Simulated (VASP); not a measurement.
Input of a VASP 6.6.1 run:

The input INCAR:

```
SYSTEM = GaP
PREC     = Accurate       ! precision mode
ENCUT    = 520            ! plane-wave cutoff, eV
EDIFF    = 1E-6           ! SCF threshold, eV
ISMEAR   = 0              ! smearing method
SIGMA    = 0.05           ! smearing width, eV
LREAL    = .False.        ! projectors in reciprocal space
LASPH    = .True.         ! aspherical terms in the spheres
NELM     = 60             ! most SCF steps
ALGO     = Normal         ! electronic algorithm
ISIF     = 2              ! what is computed and relaxed
LWAVE    = .False.        ! write WAVECAR
LCHARG   = .False.        ! write CHGCAR
GGA      = CA             ! functional
NBANDS   = 26             ! bands
```

Contents of KPOINTS:

```
Automatic mesh
0
Gamma
  12 12 12
  0 0 0
```

Contents of POSCAR:

```
GaP
1.0
    2.0207357825      1.1666723480      6.6880425043
   -2.0207357825      1.1666723480      6.6880425043
    0.0000000000     -2.3333446960      6.6880425043
Ga P
2 2
Direct
    0.4353720000      0.4353720000      0.4353720000
    0.5646280000      0.5646280000      0.5646280000
    0.0573890000      0.0573890000      0.0573890000
    0.9426110000      0.9426110000      0.9426110000
```

Potentials or basis: VASP PAW LDA potentials, release 64 (Ga_d, P).

Run with:

```bash
$ cat potpaw_LDA.64/Ga_d/POTCAR potpaw_LDA.64/P/POTCAR > POTCAR
$ mpirun -np 1 vasp_std > vasp.out
```

(1) Estimate the pressure.

(2) What does it give for the band gap on the k mesh?

(3) Estimate the largest force.

Results:

(1) -10.1 GPa.

(2) 0.37 eV.

(3) 0.172 eV/Å.

Caveat: the cell differs from its parent crystal (strain +0.040 along x and y, +0.040 along z); the cell stands under tension.
